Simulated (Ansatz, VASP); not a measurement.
**Li2S: VASP beside Ansatz**

File INCAR:

```
SYSTEM = Li2S
PREC     = Accurate       ! precision mode
ENCUT    = 750            ! plane-wave cutoff, eV
EDIFF    = 1E-6           ! SCF threshold, eV
ISMEAR   = -1             ! smearing method
SIGMA    = 0.02           ! smearing width, eV
LREAL    = .False.        ! projectors in reciprocal space
LASPH    = .True.         ! aspherical terms in the spheres
NELM     = 120            ! most SCF steps
ALGO     = Normal         ! electronic algorithm
ISIF     = 2              ! what is computed and relaxed
LWAVE    = .False.        ! write WAVECAR
LCHARG   = .False.        ! write CHGCAR
NBANDS   = 13             ! bands
GGA_COMPAT= .False.
```

KPOINTS

```
regular mesh
0
Gamma
  7 7 7
  0 0 0
```

POSCAR

```
Li2S
1.0
    0.0000000000      2.8634817972      2.8634817972
    2.8634817972      0.0000000000      2.8634817972
    2.8634817972      2.8634817972      0.0000000000
Li S
2 1
Direct
    0.2500000000      0.2500000000      0.2500000000
    0.7500000000      0.7500000000      0.7500000000
    0.0000000000      0.0000000000      0.0000000000
```

Input for Ansatz:

```yaml
crystal:
  lattice:
    - [0.0, 2.8634817972, 2.8634817972]
    - [2.8634817972, 0.0, 2.8634817972]
    - [2.8634817972, 2.8634817972, 0.0]
  atoms:
    - { symbol: Li, position: [0.25, 0.25, 0.25] }
    - { symbol: Li, position: [0.75, 0.75, 0.75] }
    - { symbol: S, position: [0.0, 0.0, 0.0] }
kpoints:
  mp_grid: { grid: [7, 7, 7] }
  band_path:
    path:
      - [0.0, 0.0, 0.0]
      - [0.5, 0.0, 0.5]
      - [0.625, 0.25, 0.625]
      - [0.375, 0.375, 0.75]
      - [0.0, 0.0, 0.0]
      - [0.5, 0.5, 0.5]
      - [0.5, 0.25, 0.75]
      - [0.5, 0.0, 0.5]
    npoints: 5
scf:
  occupations: { method: fermi_dirac, width: 0.02 }
hamiltonian:
  xc: lda
  pseudopotentials: { kind: all_electron, lapw: { basis_error: 0.001 } }
output:
  forces: true
  stress: true
  eigenvalues: true
```

Change from the starting cell: volume scaled by 1.01.

Alike in both runs: task single point; functional LDA; k mesh 7 × 7 × 7; occupations fermi-dirac, width 0.02 eV; no spin polarisation.

|  | VASP | Ansatz |
| --- | --- | --- |
| version | VASP 6.6.1 | Ansatz 0.2.0 |
| potentials or method | VASP PAW LDA potentials, release 64 (Li_sv, S), cutoff 750 eV | all-electron LAPW, scalar-relativistic |

|  | VASP | Ansatz | Ansatz less VASP |
| --- | --- | --- | --- |
| gap on the k mesh at the Fermi level (eV) | 3.32 | 3.32 | 0.000 |
| pressure (GPa) | -3.4 | -3.3 | +0.11 |

LDA's correlation is that of Perdew and Zunger in VASP and of Perdew and Wang (1992) in Ansatz. Ansatz ran all-electron here, and VASP with PAW potentials.
